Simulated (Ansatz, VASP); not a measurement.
**Ga: VASP beside Ansatz**

```
CELL_PARAMETERS angstrom
0.00000 2.14493 2.14493
2.14493 0.00000 2.14493
2.14493 2.14493 0.00000
ATOMIC_POSITIONS crystal
Ga 0.00000 0.00000 0.00000
```

Alike in both runs: task single point; functional PBE; k mesh 21 × 21 × 21; occupations fermi-dirac, width 0.1 eV; no spin polarisation.

```csv
,VASP,Ansatz
version,VASP 6.6.1,Ansatz 0.2.0
potentials or method,"VASP PAW PBE potentials, release 64 (Ga_d), cutoff 520 eV","plane waves (420 eV) with PAW, scalar-relativistic"
valence electrons in the cell,13,13
```

```tsv
	VASP	Ansatz	Ansatz less VASP
pressure (GPa)	-1.8	-1.8	-0.07
```
